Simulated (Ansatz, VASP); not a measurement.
This is a calculation of FeNi3 for VASP 6.6.1.

File INCAR:

```
ALGO = Fast
EDIFF = 1E-7
ENCUT = 520
GGA = PS
ISIF = 2
ISMEAR = -1
ISPIN = 2
LASPH = T
LCHARG = F
LMAXMIX = 4
LORBIT = 11
LREAL = F
LWAVE = F
MAGMOM = 1 1 1 3
NBANDS = 31
NELM = 150
PREC = Accurate
SIGMA = 0.05
```

File KPOINTS:

```
k-points
0
Gamma
  8 8 8
```

File POSCAR:

```
FeNi3
1.0
    3.6145274555      0.0000000000      0.0000000000
    0.0000000000      3.6145274555      0.0000000000
    0.0000000000      0.0000000000      3.6145274555
Ni Fe
3 1
Direct
    0.5000000000      0.5000000000      0.0000000000
    0.5000000000      0.0000000000      0.5000000000
    0.0000000000      0.5000000000      0.5000000000
    0.0000000000      0.0000000000      0.0000000000
```

Potentials or basis: VASP PAW PBE potentials, release 64 (Ni, Fe).

Launch:

```bash
$ cat potpaw_PBE.64/Ni/POTCAR potpaw_PBE.64/Fe/POTCAR > POTCAR
$ mpirun -np 1 vasp_std > vasp.out
```

Translate it to Ansatz 0.2.0. Potentials there: all-electron LAPW, scalar-relativistic.

As run (the cutoff follows the program's own potentials):

File input.yaml:

```yaml
crystal:
  lattice:
    - [3.6145274555, 0.0, 0.0]
    - [0.0, 3.6145274555, 0.0]
    - [0.0, 0.0, 3.6145274555]
  atoms:
    - { symbol: Ni, position: [0.5, 0.5, 0.0], spin: 1.0 }
    - { symbol: Ni, position: [0.5, 0.0, 0.5], spin: 1.0 }
    - { symbol: Ni, position: [0.0, 0.5, 0.5], spin: 1.0 }
    - { symbol: Fe, position: [0.0, 0.0, 0.0], spin: 3.0 }
kpoints:
  mp_grid: { grid: [8, 8, 8] }
scf:
  occupations: { method: fermi_dirac, width: 0.05 }
hamiltonian:
  xc: pbesol
  pseudopotentials: { kind: all_electron, lapw: { basis_error: 0.001 } }
magnetization:
  spin_polarized: true
output:
  forces: true
  stress: true
  eigenvalues: true
```

Potentials or basis: all-electron LAPW, scalar-relativistic.

Launch:

```bash
$ ansatz run input.yaml --threads 4 --pin off --max-ram 12288MiB --backend cpu --events-out ev --progress --plain --runs-dir out
```

Both were run:

|  | VASP | Ansatz | Ansatz less VASP |
| --- | --- | --- | --- |
| gap on the k mesh at the Fermi level (eV) | none | none | - |
| pressure (GPa) | -18.1 | -18.3 | -0.14 |
| net moment per atom (μB) | 1.24 | 1.25 | +0.017 |
| size of the moment on the site where the two differ most (μB) | 2.98 | 3.03 | +0.053 |

VASP's potentials were made for PBE, not for PBEsol. Site moments also hang on the region over which each program counts them. A gap of «none» marks a metal or a gap that the smearing closes. Ansatz ran all-electron here, and VASP with PAW potentials.
